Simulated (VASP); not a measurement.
# WS2 (R3m) in VASP: notebook, part 3 of 3

VASP 6.6.1. Earlier steps stand in the parts before.

## Step 4: Electric field gradients, LDA (17.03 Å³/atom)

This run uses another cell than the first one, of 17.03 Å³/atom.

Contents of INCAR:

```
  PREC = Accurate
  ENCUT = 520
  EDIFF = 1E-8
  ISMEAR = -1
  SIGMA = 0.08
  LREAL = False
  LASPH = True
  NELM = 100
  ALGO = Normal
  ISIF = 2
  LWAVE = False
  LCHARG = False
  LEFG = True
  NBANDS = 20
```

Contents of KPOINTS:

```
Automatic mesh
0
Gamma
  13 13 13
```

Contents of POSCAR:

```
WS2
1.0
    1.5576599252      0.8993153771      6.0800315456
   -1.5576599252      0.8993153771      6.0800315456
    0.0000000000     -1.7986307542      6.0800315456
W S
1 2
Direct
    0.0000000000      0.0000000000      0.0000000000
    0.7503000000      0.7503000000      0.7503000000
    0.5810000000      0.5810000000      0.5810000000
```

Potentials or basis: VASP PAW LDA potentials, release 64 (W_sv, S).

Started as:

```bash
$ cat potpaw_LDA.64/W_sv/POTCAR potpaw_LDA.64/S/POTCAR > POTCAR
$ mpirun -np 1 vasp_std > vasp.out
```

OUTCAR:

```text
PREC = Accurate
   ENCUT = 520
   EDIFF = 1E-8
   ISMEAR = -1
   LREAL = False
   LASPH = True
   NELM = 100
   ISIF = 2

 ion  position               nearest neighbor table
   1  0.000  0.000  0.000-   2 2.36   2 2.36   2 2.36   3 2.38   3 2.38   3 2.38
   2  0.750  0.750  0.750-   1 2.36   1 2.36   1 2.36
   3  0.581  0.581  0.581-   1 2.38   1 2.38   1 2.38

  LATTYP: Found a trigonal (rhomboedric) cell.
 ALAT       =     6.3404933708
 COS(alpha) =     0.8792939096

  Lattice vectors:

 A1 = (   1.5576599252,   0.8993153771,   6.0800315456)
 A2 = (  -1.5576599252,   0.8993153771,   6.0800315456)
 A3 = (   0.0000000000,  -1.7986307542,   6.0800315456)

Analysis of symmetry for initial positions (statically):
=====================================================================
 Subroutine PRICEL returns:
 Original cell was already a primitive cell.

 Routine SETGRP: Setting up the symmetry group for a
 trigonal (rhombohedral) supercell.
[... 746 lines left out ...]
     0.000000000 -1.798630754  6.080031546     0.000000000 -0.370652323  0.054824277

 POSITION                                       TOTAL-FORCE (eV/Angst)
 -----------------------------------------------------------------------------------
      0.00000      0.00000      0.00000         0.000000      0.000000     -0.646059
      0.00000      0.00000     13.68554         0.000000     -0.000000      0.852514
      0.00000      0.00000     10.59749         0.000000      0.000000     -0.206455
 -----------------------------------------------------------------------------------
    total drift:                               -0.000000      0.000000      0.000158

  FREE ENERGIE OF THE ION-ELECTRON SYSTEM (eV)
  ---------------------------------------------------
  free  energy   TOTEN  =       -26.2374020590 eV

  energy  without entropy=      -26.2373615115  energy(sigma->0) =      -26.23738179

 Electric field gradients (V/A^2)
---------------------------------------------------------------------
 ion       V_xx      V_yy      V_zz      V_xy      V_xz      V_yz
---------------------------------------------------------------------
   1      83.815    83.815  -167.630     0.000    -0.000    -0.000
   2      26.505    26.505   -53.010    -0.000     0.000    -0.000
   3      22.539    22.539   -45.078     0.000     0.000     0.000
---------------------------------------------------------------------

 Electric field gradients after diagonalization (V/A^2)
 (convention: |V_zz| > |V_xx| > |V_yy|)
----------------------------------------------------------------------
 ion       V_xx      V_yy      V_zz     asymmetry (V_yy - V_xx)/ V_zz
----------------------------------------------------------------------
   1      83.815    83.815  -167.630       0.000
   2      26.505    26.505   -53.010       0.000
   3      22.539    22.539   -45.078       0.000
----------------------------------------------------------------------

           NMR quadrupolar parameters

 Cq : quadrupolar parameter    Cq=e*Q*V_zz/h
 eta: asymmetry parameters     (V_yy - V_xx)/ V_zz
 Q  : nuclear electric quadrupole moment in mb (millibarn)
----------------------------------------------------------------------
 ion       Cq(MHz)       eta       Q (mb)
----------------------------------------------------------------------
   1      -0.405       0.000       1.000
   2      -0.128       0.000       1.000
   3      -0.109       0.000       1.000
----------------------------------------------------------------------
```

OSZICAR:

```text
N       E                     dE             d eps       ncg     rms          rms(c)
DAV:   1     0.197491049801E+03    0.19749E+03   -0.13079E+04  9240   0.130E+03
DAV:   2    -0.172191102286E+02   -0.21471E+03   -0.20769E+03 10780   0.346E+02
DAV:   3    -0.273731340930E+02   -0.10154E+02   -0.10048E+02 11592   0.708E+01
DAV:   4    -0.275168220401E+02   -0.14369E+00   -0.14357E+00 11188   0.909E+00
DAV:   5    -0.275191848079E+02   -0.23628E-02   -0.23626E-02 11340   0.122E+00    0.298E+01
DAV:   6    -0.264257628064E+02    0.10934E+01   -0.50058E+00 10364   0.155E+01    0.121E+01
DAV:   7    -0.262921108968E+02    0.13365E+00   -0.11982E+00  9764   0.630E+00    0.569E+00
DAV:   8    -0.262397687094E+02    0.52342E-01   -0.25322E-01 10712   0.333E+00    0.124E+00
DAV:   9    -0.262377569523E+02    0.20118E-02   -0.12612E-02 11468   0.772E-01    0.514E-01
DAV:  10    -0.262374332006E+02    0.32375E-03   -0.37207E-03 10712   0.415E-01    0.656E-02
DAV:  11    -0.262374031562E+02    0.30044E-04   -0.36418E-04 10440   0.128E-01    0.590E-02
DAV:  12    -0.262374017599E+02    0.13963E-05   -0.43816E-05 10892   0.515E-02    0.106E-02
DAV:  13    -0.262374020568E+02   -0.29686E-06   -0.35707E-06 10692   0.142E-02    0.442E-03
DAV:  14    -0.262374020455E+02    0.11251E-07   -0.45366E-07 11148   0.429E-03    0.137E-03
DAV:  15    -0.262374020593E+02   -0.13776E-07   -0.38713E-08 10448   0.146E-03    0.666E-04
DAV:  16    -0.262374020590E+02    0.32696E-09   -0.62000E-09  5984   0.545E-04
   1 F= -.26237402E+02 E0= -.26237382E+02  d E =-.405474E-04
```

Wall time 8.9 min (1 thread of AMD EPYC 9R45 (Zen 5), shared host); peak memory 0.38 GiB.

Results:

| Property | Result |
| --- | --- |
| Free energy | -26.2374 eV |
| Pressure | 4.0 GPa |
| Largest force | 0.853 eV/Å |
| Band gap on the k mesh | 0.97 eV (least direct gap 2.21 eV) |
| Largest electric field gradient by atom | W -167.6; S -53.0, -45.1 V/Å² |

Forces in eV/Å, atoms in the order of the input:
```
W    0.000  0.000 -0.646
S    0.000  0.000  0.853
S    0.000  0.000 -0.206
```

Electric field gradients, principal values (V/Å²):
| atom | least | middle | greatest (by size) |
| --- | --- | --- | --- |
| 1 W | 83.815 | 83.815 | -167.630 |
| 2 S | 26.505 | 26.505 | -53.010 |
| 3 S | 22.539 | 22.539 | -45.078 |

Caveat: the cell stands under pressure; without QUAD_EFG the Cq values of the log hold for a quadrupole moment of 1 mb, not for the nuclei; spin-orbit coupling is left out, which moves the levels of the heavy elements. A k mesh can miss the band edges.

## Step 5: Electric field gradients, LDA (17.03 Å³/atom)

This run uses another cell than the first one, of 17.03 Å³/atom.

Contents of INCAR:

```
PREC = Accurate ; ENCUT = 520
EDIFF = 1E-8 ; ISMEAR = -1
SIGMA = 0.08 ; LREAL = False
LASPH = True ; NELM = 80
ALGO = Normal ; ISIF = 2
LWAVE = False ; LCHARG = False
GGA = CA ; LEFG = True
NBANDS = 20
```

KPOINTS is that of step 4.

POSCAR is that of step 4.

Potentials or basis: VASP PAW LDA potentials, release 64 (W_sv, S).

Started as:

```bash
$ cat potpaw_LDA.64/W_sv/POTCAR potpaw_LDA.64/S/POTCAR > POTCAR
$ mpirun -np 1 vasp_std > vasp.out
```

OUTCAR:

```text
PREC = Accurate
   ENCUT = 520
   EDIFF = 1E-8
   ISMEAR = -1
   LREAL = False
   LASPH = True
   NELM = 80
   ISIF = 2
   GGA = CA

 ion  position               nearest neighbor table
   1  0.000  0.000  0.000-   2 2.36   2 2.36   2 2.36   3 2.38   3 2.38   3 2.38
   2  0.750  0.750  0.750-   1 2.36   1 2.36   1 2.36
   3  0.581  0.581  0.581-   1 2.38   1 2.38   1 2.38

  LATTYP: Found a trigonal (rhomboedric) cell.
 ALAT       =     6.3404933708
 COS(alpha) =     0.8792939096

  Lattice vectors:

 A1 = (   1.5576599252,   0.8993153771,   6.0800315456)
[... 769 lines left out ...]

  energy  without entropy=      -26.2373615115  energy(sigma->0) =      -26.23738179

 Electric field gradients (V/A^2)
---------------------------------------------------------------------
 ion       V_xx      V_yy      V_zz      V_xy      V_xz      V_yz
---------------------------------------------------------------------
   1      83.815    83.815  -167.630     0.000    -0.000    -0.000
   2      26.505    26.505   -53.010    -0.000     0.000    -0.000
   3      22.539    22.539   -45.078     0.000     0.000     0.000
---------------------------------------------------------------------

 Electric field gradients after diagonalization (V/A^2)
 (convention: |V_zz| > |V_xx| > |V_yy|)
----------------------------------------------------------------------
 ion       V_xx      V_yy      V_zz     asymmetry (V_yy - V_xx)/ V_zz
----------------------------------------------------------------------
   1      83.815    83.815  -167.630       0.000
   2      26.505    26.505   -53.010       0.000
   3      22.539    22.539   -45.078       0.000
----------------------------------------------------------------------

           NMR quadrupolar parameters

 Cq : quadrupolar parameter    Cq=e*Q*V_zz/h
 eta: asymmetry parameters     (V_yy - V_xx)/ V_zz
 Q  : nuclear electric quadrupole moment in mb (millibarn)
----------------------------------------------------------------------
 ion       Cq(MHz)       eta       Q (mb)
----------------------------------------------------------------------
   1      -0.405       0.000       1.000
   2      -0.128       0.000       1.000
   3      -0.109       0.000       1.000
----------------------------------------------------------------------
```

OSZICAR:

```text
N       E                     dE             d eps       ncg     rms          rms(c)
DAV:   1     0.197491049801E+03    0.19749E+03   -0.13079E+04  9240   0.130E+03
DAV:   2    -0.172191102286E+02   -0.21471E+03   -0.20769E+03 10780   0.346E+02
DAV:   3    -0.273731340930E+02   -0.10154E+02   -0.10048E+02 11592   0.708E+01
DAV:   4    -0.275168220401E+02   -0.14369E+00   -0.14357E+00 11188   0.909E+00
DAV:   5    -0.275191848079E+02   -0.23628E-02   -0.23626E-02 11340   0.122E+00    0.298E+01
DAV:   6    -0.264257628064E+02    0.10934E+01   -0.50058E+00 10364   0.155E+01    0.121E+01
DAV:   7    -0.262921108968E+02    0.13365E+00   -0.11982E+00  9764   0.630E+00    0.569E+00
DAV:   8    -0.262397687094E+02    0.52342E-01   -0.25322E-01 10712   0.333E+00    0.124E+00
DAV:   9    -0.262377569523E+02    0.20118E-02   -0.12612E-02 11468   0.772E-01    0.514E-01
DAV:  10    -0.262374332006E+02    0.32375E-03   -0.37207E-03 10712   0.415E-01    0.656E-02
DAV:  11    -0.262374031562E+02    0.30044E-04   -0.36418E-04 10440   0.128E-01    0.590E-02
DAV:  12    -0.262374017599E+02    0.13963E-05   -0.43816E-05 10892   0.515E-02    0.106E-02
DAV:  13    -0.262374020568E+02   -0.29686E-06   -0.35707E-06 10692   0.142E-02    0.442E-03
DAV:  14    -0.262374020455E+02    0.11251E-07   -0.45366E-07 11148   0.429E-03    0.137E-03
DAV:  15    -0.262374020593E+02   -0.13776E-07   -0.38713E-08 10448   0.146E-03    0.666E-04
DAV:  16    -0.262374020590E+02    0.32696E-09   -0.62000E-09  5984   0.545E-04
   1 F= -.26237402E+02 E0= -.26237382E+02  d E =-.405474E-04
```

stdout:

```text
POSCAR found type information on POSCAR W S
 POSCAR found :  2 types and       3 ions
 scaLAPACK will be used
 LDA part: xc-table for (Slater(with rela. corr.)+CA(PZ))
 , standard interpolation
 POSCAR, INCAR and KPOINTS ok, starting setup
 FFT: planning ... GRIDC
 FFT: planning ... GRID_SOFT
 FFT: planning ... GRID
 WAVECAR not read
 entering main loop
ion   1

ion   2

ion   3
```

It took 8.3 min on 1 thread of AMD EPYC 9R45 (Zen 5), shared host; peak memory 0.38 GiB.

Results:

```yaml
Free_energy: -26.2374 eV
Pressure: 4.0 GPa
Largest_force: 0.853 eV/Å
Band_gap_on_the_k_mesh: 0.97 eV (least direct gap 2.21 eV)
Largest_electric_field_gradient_by_atom: W -167.6; S -53.0, -45.1 V/Å²
```

Forces on the atoms (eV/Å):
```
W    0.000  0.000 -0.646
S    0.000  0.000  0.853
S    0.000  0.000 -0.206
```

Stress tensor (GPa, compression positive):
```
3.62 0.00 0.00
0.00 3.62 0.00
0.00 0.00 4.76
```

Levels at points of the mesh, in eV from the valence-band top:
```tsv
k point	band 11	band 12	band 13	band 14	band 15	band 16
(0.00, 0.00, 0.00)	-2.41	-1.61	-1.36	2.22	2.22	2.66
```

Electric field gradients, principal values (V/Å²):
```
atom   least  middle  greatest (by size)
 1 W  83.815  83.815            -167.630
 2 S  26.505  26.505             -53.010
 3 S  22.539  22.539             -45.078
```

Caveat: the cell stands under pressure; without QUAD_EFG the Cq values of the log hold for a quadrupole moment of 1 mb, not for the nuclei; spin-orbit coupling is left out, which moves the levels of the heavy elements. A k mesh can miss the band edges.
